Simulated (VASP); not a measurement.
# MgAl12 in VASP: notebook

Runs on MgAl12. Level: LDA. Tasks: single point.

Everything below comes from runs of VASP 6.6.1. Logs are shortened: lines on timing, memory, paths and dates and some standing lists are left out, and cuts for length are marked.

**1. The cell of the first run**

The cell holds a slab with vacuum, 13 atoms: a = 5.634 Å, b = 5.634 Å, c = 19.604 Å, α = 90.00°, β = 90.00°, γ = 90.00°.

**2. Single point, LDA**

File INCAR:

```
PREC = Accurate
ENCUT = 520
EDIFF = 1E-7
ISMEAR = 0
SIGMA = 0.1
LREAL = False
LASPH = True
NELM = 100
ALGO = Normal
ISIF = 2
LWAVE = False
LCHARG = False
LDIPOL = True
IDIPOL = 3
DIPOL = 0.5 0.5 0.325
GGA = CA
NBANDS = 31
```

File KPOINTS:

```
Automatic mesh
0
Gamma
  5 5 1
```

File POSCAR:

```
MgAl12
1.0
    5.6343731020      0.0000000000      0.0000000000
    0.0000000000      5.6343731020      0.0000000000
    0.0000000000      0.0000000000     19.6039189496
Al Mg
12 1
Direct
    0.2500000000      0.2500000000      0.2040408354
    0.2500000000      0.7500000000      0.2040408354
    0.7500000000      0.2500000000      0.2040408354
    0.7500000000      0.7500000000      0.2040408354
    0.0000000000      0.0000000000      0.3086915083
    0.0000000000      0.5000000000      0.3086915083
    0.5000000000      0.0000000000      0.3086915083
    0.5000000000      0.5000000000      0.3086915083
    0.2272952854      0.2272952854      0.4067977441
    0.2316121050      0.7390605678      0.4152219263
    0.7390605678      0.2316121050      0.4152219263
    0.7343417703      0.7343417703      0.4173136699
    0.4166666667      0.4166666667      0.5185534469
```

Potentials or basis: VASP PAW LDA potentials, release 64 (Al, Mg).

The run is started by

```sh
> cat potpaw_LDA.64/Al/POTCAR potpaw_LDA.64/Mg/POTCAR > POTCAR
> mpirun -np 1 vasp_std > vasp.out
```

OUTCAR:

```text
PREC = Accurate
   ENCUT = 520
   EDIFF = 1E-7
   ISMEAR = 0
   LREAL = False
   LASPH = True
   NELM = 100
   ISIF = 2
   GGA = CA

 ion  position               nearest neighbor table
   1  0.250  0.250  0.204-   2 2.82   3 2.82   2 2.82   3 2.82   7 2.86   8 2.86   5 2.86   6 2.86

   2  0.250  0.750  0.204-   1 2.82   4 2.82   1 2.82   4 2.82   7 2.86   8 2.86   5 2.86   6 2.86

   3  0.750  0.250  0.204-   1 2.82   4 2.82   4 2.82   1 2.82   7 2.86   8 2.86   5 2.86   6 2.86
[... 4 lines left out ...]
                             1 2.86  10 2.87  11 2.87  12 3.00
   6  0.000  0.500  0.309-   9 2.77  10 2.81   5 2.82   8 2.82   5 2.82   8 2.82   3 2.86   4 2.86
                             1 2.86   2 2.86  12 2.92  11 2.97
   7  0.500  0.000  0.309-   9 2.77  11 2.81   5 2.82   8 2.82   8 2.82   5 2.82   3 2.86   4 2.86
                             1 2.86   2 2.86  12 2.92  10 2.97
   8  0.500  0.500  0.309-   6 2.82   7 2.82   7 2.82   6 2.82  12 2.83   2 2.86   3 2.86   4 2.86
                             1 2.86   9 2.90  11 2.91  10 2.91
   9  0.227  0.227  0.407-   5 2.64  13 2.66  11 2.76  10 2.76   7 2.77   6 2.77  11 2.89  10 2.89
                             8 2.90
  10  0.232  0.739  0.415-   9 2.76  12 2.80   6 2.81  12 2.83   5 2.87   9 2.89   8 2.91  13 2.91
                             7 2.97
  11  0.739  0.232  0.415-   9 2.76  12 2.80   7 2.81  12 2.83   5 2.87   9 2.89   8 2.91  13 2.91
                             6 2.97
  12  0.734  0.734  0.417-  10 2.80  11 2.80   8 2.83  11 2.83  10 2.83   7 2.92   6 2.92   5 3.00
                            13 3.22
  13  0.417  0.417  0.519-   9 2.66  10 2.91  11 2.91  12 3.22

  LATTYP: Found a simple tetragonal cell.
 ALAT       =     5.6343731020
 C/A-ratio  =     3.4793434149

  Lattice vectors:

 A1 = (   5.6343731020,   0.0000000000,   0.0000000000)
 A2 = (   0.0000000000,   5.6343731020,   0.0000000000)
 A3 = (   0.0000000000,   0.0000000000,  19.6039189496)

Analysis of symmetry for initial positions (statically):
=====================================================================
 Subroutine PRICEL returns:
 Original cell was already a primitive cell.

 Routine SETGRP: Setting up the symmetry group for a
 simple tetragonal supercell.

 Subroutine GETGRP returns: Found  2 space group operations
 (whereof  2 operations were pure point group operations)
 out of a pool of 16 trial point group operations.

The static configuration has the point symmetry C_1h.

Analysis of symmetry for dynamics (positions and initial velocities):
=====================================================================
 Subroutine PRICEL returns:
 Original cell was already a primitive cell.

 Routine SETGRP: Setting up the symmetry group for a
[... 137 lines left out ...]
   GGA     = CA    functional components
   LHFCALC =     F    Hartree Fock is set to
   AEXX    =    0.0000 exact exchange contribution
   IVDW    =     0    specifies the selected vdW correction
   LEPSILON=     F    determine dielectric tensor
   LRPA    =     F    only Hartree local field effects (RPA)
 non-spin polarized calculation
 Gauss-broadening in eV      SIGMA  =   0.10
  energy-cutoff  :      520.00
  volume of cell :      622.35
 maximum number of plane-waves:     16813
 NGX is ok and might be reduce to    42
   NGX = 21   NGY = 21   NGZ = 73

 dipolmoment           0.000000      0.000000      0.035952 electrons x Angstroem

 number of electron      38.0000000 magnetization

 dipolmoment           0.000000      0.000000     -0.168242 electrons x Angstroem

 Free energy of the ion-electron system (eV)
  ---------------------------------------------------
  ext. energy  EPLUGINS =         0.00000000
  ---------------------------------------------------
  free energy    TOTEN  =       -47.39697275 eV

  energy without entropy =      -47.37984933  energy(sigma->0) =      -47.38841104

 E-fermi :   0.0816     XC(G=0):  -4.7508

 val. band max:        0.0240250015   @ k =   0.2000   0.0000   0.0000
 cond. band min:       0.1394411583   @ k =   0.2000   0.2000   0.0000
 fundamental gap:      0.1154161568
 Fermi energy:         0.0815715917

 k-point     1 :       0.0000    0.0000    0.0000
  band No.  band energies     occupation
      1     -10.4480      2.00000
      2      -8.3519      2.00000
      3      -6.0195      2.00000
      4      -5.9212      2.00000
      5      -5.8373      2.00000
      6      -5.8018      2.00000
[... 295 lines left out ...]
     30       2.8677      0.00000
     31       3.0188      0.00000

------------------------ aborting loop because EDIFF is reached ----------------------------------------

 vacuum level on the upper side and lower side of the slab       (xc-potential included)        -0.752         0.260

  FORCE on cell =-STRESS in cart. coord.  units (eV):
  Direction    XX          YY          ZZ          XY          YZ          ZX
  --------------------------------------------------------------------------------------
  -------------------------------------------------------------------------------------
  Total       -7.4123071     -7.4123071      0.0689089      0.0053722      1.2563681      1.2563681
  in kB      -19.0822633    -19.0822633      0.1773993      0.0138301      3.2343974      3.2343973
  external PRESSURE =     -12.6623758 kB  Pullay stress =       0.0000000 kB

 VOLUME and BASIS-vectors are now :
 -----------------------------------------------------------------------------
  energy-cutoff  :      520.00
  volume of cell :      622.35
      direct lattice vectors                 reciprocal lattice vectors
     5.634373102  0.000000000  0.000000000     0.177482034  0.000000000  0.000000000
     0.000000000  5.634373102  0.000000000     0.000000000  0.177482034  0.000000000
     0.000000000  0.000000000 19.603918950     0.000000000  0.000000000  0.051010209

 POSITION                                       TOTAL-FORCE (eV/Angst)
 -----------------------------------------------------------------------------------
      1.40859      1.40859      4.00000        -0.019941     -0.019941      0.046327
      1.40859      4.22578      4.00000        -0.033409      0.045082     -0.009231
      4.22578      1.40859      4.00000         0.045082     -0.033409     -0.009231
      4.22578      4.22578      4.00000         0.060360      0.060360     -0.080100
      0.00000      0.00000      6.05156        -0.248527     -0.248527     -0.218588
      0.00000      2.81719      6.05156        -0.172533      0.053140      0.021131
      2.81719      0.00000      6.05156         0.053140     -0.172533      0.021131
      2.81719      2.81719      6.05156        -0.014950     -0.014950      0.229825
      1.28067      1.28067      7.97483         0.001351      0.001351      0.002023
      1.30499      4.16414      8.13998         0.001851     -0.002699      0.005104
      4.16414      1.30499      8.13998        -0.002699      0.001851      0.005104
      4.13756      4.13756      8.18098        -0.001584     -0.001584      0.003249
      2.34766      2.34766     10.16568         0.331859      0.331859     -0.016744
 -----------------------------------------------------------------------------------
    total drift:                               -0.000153     -0.000153      0.000223

  FREE ENERGIE OF THE ION-ELECTRON SYSTEM (eV)
  ---------------------------------------------------
  free  energy   TOTEN  =       -47.3969727490 eV

  energy  without entropy=      -47.3798493300  energy(sigma->0) =      -47.38841104

 vacuum level on the upper side and lower side of the slab         3.267         4.304
```

stdout:

```text
POSCAR found type information on POSCAR AlMg
 POSCAR found :  2 types and      13 ions
 scaLAPACK will be used
 LDA part: xc-table for (Slater(with rela. corr.)+CA(PZ))
 , standard interpolation
 POSCAR, INCAR and KPOINTS ok, starting setup
 FFT: planning ... GRIDC
 FFT: planning ... GRID_SOFT
 FFT: planning ... GRID
 WAVECAR not read
 entering main loop
```

Wall time 3.1 min (1 thread of Intel Xeon 6975P-C (Granite Rapids), shared host); peak memory 0.5 GiB.

Results:

| Quantity | Value |
| --- | --- |
| Free energy | -47.3970 eV |
| Largest force | 0.470 eV/Å |
| Band gap on the k mesh | zero (band 19 reaches 0.56 eV, above the bottom of band 20 at -0.24 eV) |

Forces in eV/Å, atoms in the order of the input:
```
Al  -0.020 -0.020  0.046
Al  -0.033  0.045 -0.009
Al   0.045 -0.033 -0.009
Al   0.060  0.060 -0.080
Al  -0.249 -0.249 -0.219
Al  -0.173  0.053  0.021
Al   0.053 -0.173  0.021
Al  -0.015 -0.015  0.230
Al   0.001  0.001  0.002
Al   0.002 -0.003  0.005
Al  -0.003  0.002  0.005
Al  -0.002 -0.002  0.003
Mg   0.332  0.332 -0.017
```

Levels at points of the mesh, in eV from the Fermi level:
```
           k point  band 17  band 18  band 19  band 20  band 21  band 22
(0.00, 0.00, 0.00)    -0.92    -0.72    -0.57    -0.32    -0.23    -0.16
```

[end of part 1 of 2]
